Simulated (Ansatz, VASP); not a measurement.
**ZnGeP2 in VASP and in Ansatz**

```
Zn Ge P
1.0
    -2.77781    2.77781    5.47290
     2.77781   -2.77781    5.47290
     2.77781    2.77781   -5.47290
Zn Ge P
2 2 4
Cartesian
  0.0000 2.7778 2.7364
  0.0000 0.0000 0.0000
  2.7778 0.0000 2.7364
  0.0000 0.0000 5.4729
  1.3889 -1.3564 4.1047
  1.3564 1.3889 6.8411
  1.4214 1.3889 1.3682
  1.3889 4.1342 -1.3682
```

Change from the starting cell: hydrostatic strain +2.0%.

Alike in both runs: task single point; functional r2SCAN; k mesh 6 × 6 × 6; no spin polarisation.

|  | VASP | Ansatz |
| --- | --- | --- |
| version | VASP 6.6.1 | Ansatz 0.2.0 |
| potentials or method | VASP PAW PBE potentials, release 64 (Zn, Ge_d, P) | plane waves, PAW |
| plane-wave cutoff (eV) | 550 | 500 |
| occupations | gaussian, width 0.01 eV | fixed |
| valence electrons in the cell | 72 | 72 |

Ansatz gave:

- gap on the k mesh at the Fermi level (eV): 1.40
- pressure (GPa): -4.4
- rms of the force components (eV/Å): 0.000

Which values does VASP return?

gap on the k mesh at the Fermi level (eV): 1.40; pressure (GPa): -4.5; rms of the force components (eV/Å): 0.005.

VASP's potentials were made for PBE, not for r2SCAN. Atom by atom the forces differ by 0.005 eV/Å (rms over components).
